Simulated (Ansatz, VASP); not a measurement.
**One calculation of AgPt3, two programs**

File INCAR:

```
SYSTEM = AgPt3
PREC = Accurate
ENCUT = 520
EDIFF = 1E-8
ISMEAR = -1
SIGMA = 0.08
LREAL = .False.
LASPH = .True.
NELM = 80
ALGO = Normal
ISIF = 2
LWAVE = .False.
LCHARG = .False.
LEFG = .True.
NBANDS = 28
```

File KPOINTS:

```
regular mesh
0
Gamma
  9 9 9
  0 0 0
```

The input POSCAR:

```
AgPt3
1.0
    3.9000000000      0.0000000000      0.0000000000
    0.0000000000      3.9000000000      0.0000000000
    0.0000000000      0.0000000000      3.8610000000
Ag Pt
1 3
Direct
    0.0000000000      0.0000000000      0.0000000000
    0.0000000000      0.5000000000      0.5000000000
    0.5000000000      0.0000000000      0.5000000000
    0.5000000000      0.5000000000      0.0000000000
```

Input for Ansatz:

```yaml
crystal:
  lattice:
    - [3.9, 0.0, 0.0]
    - [0.0, 3.9, 0.0]
    - [0.0, 0.0, 3.861]
  atoms:
    - { symbol: Ag, position: [0.0, 0.0, 0.0] }
    - { symbol: Pt, position: [0.0, 0.5, 0.5] }
    - { symbol: Pt, position: [0.5, 0.0, 0.5] }
    - { symbol: Pt, position: [0.5, 0.5, 0.0] }
kpoints:
  mp_grid: { grid: [9, 9, 9] }
scf:
  occupations: { method: fermi_dirac, width: 0.08 }
hamiltonian:
  xc: lda
  pseudopotentials: { kind: all_electron, datasets: crystal }
output:
  forces: true
  stress: true
  eigenvalues: true
  efg: { contact_densities: true }
```

Change from the starting cell: zz strain of -1 %, crystal datasets.

Alike in both runs: task electric field gradients; functional LDA; k mesh 9 × 9 × 9; occupations fermi-dirac, width 0.08 eV; no spin polarisation.

|  | VASP | Ansatz |
| --- | --- | --- |
| version | VASP 6.6.1 | Ansatz 0.2.0 |
| potentials or method | VASP PAW LDA potentials, release 64 (Ag, Pt), cutoff 520 eV | all-electron PAW with datasets made for the crystal, scalar-relativistic |

```csv
,VASP,Ansatz,Ansatz less VASP
pressure (GPa),5.8,5.1,-0.61
"traceless stress, the component that is largest in VASP (GPa)",0.76,0.77,+0.005
size of Vzz on the site where it differs most (V/Å²),20.6,5.2,-15.35
```

LDA's correlation is that of Perdew and Zunger in VASP and of Perdew and Wang (1992) in Ansatz. Ansatz ran all-electron here, and VASP with PAW potentials.

Neither program's run includes spin-orbit coupling.
